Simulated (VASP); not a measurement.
Input of a VASP 6.6.1 run:

POSCAR

```
H
1.0
   -1.8606879170      1.8606879170      2.0584739900
    1.8606879170     -1.8606879170      2.0584739900
    1.8606879170      1.8606879170     -2.0584739900
H
2
Direct
    0.9098622900      0.9098622900      0.0000000000
    0.0901377100      0.0901377100      0.0000000000
```

INCAR.step1

```
SYSTEM = H
PREC = Accurate
ENCUT = 520
ISMEAR = 0
SIGMA = 0.05
LREAL = .FALSE.
LASPH = .TRUE.
NELM = 60
NBANDS = 8
GGA = PE
ALGO = Normal
EDIFF = 1E-4
LWAVE = .TRUE.
LCHARG = .FALSE.
```

File INCAR.step2:

```
SYSTEM = H
PREC = Accurate
ENCUT = 520
EDIFF = 1E-6
ISMEAR = 0
SIGMA = 0.05
LREAL = .FALSE.
LASPH = .TRUE.
NELM = 60
ALGO = Normal
ISIF = 2
LWAVE = .FALSE.
LCHARG = .TRUE.
METAGGA = R2SCAN
LMIXTAU = .TRUE.
LELF = .TRUE.
LVHAR = .TRUE.
NBANDS = 8
ISTART = 1
```

Contents of KPOINTS:

```
regular mesh
0
G
  10 10 10
  0 0 0
```

Potentials or basis: VASP PAW PBE potentials, release 64 (H).

The run is started by

```bash
$ cat potpaw_PBE.64/H/POTCAR > POTCAR
$ cp INCAR.step1 INCAR
$ mpirun -np 1 vasp_std > vasp.out
$ cp INCAR.step2 INCAR
$ mpirun -np 1 vasp_std > vasp.out
```

**Question.** Estimate the pressure.

**Answer.** -0.1 GPa.

**Question.** What does it give for the band gap on the k mesh?

**Answer.** 9.99 eV, indirect (least direct gap 10.59 eV).

**Question.** What does it give for the largest force?

**Answer.** 0.006 eV/Å.

Forces on the atoms (eV/Å):
```
H    0.000  0.000  0.006
H    0.000  0.000 -0.006
```

Caveat: the cell differs from its parent crystal (strain +0.1000 x Voigt [1, 1, 0, 0, 0, 0]); the PAW data sets were made with another functional, which shifts forces and pressure a little. A k mesh can miss the band edges.
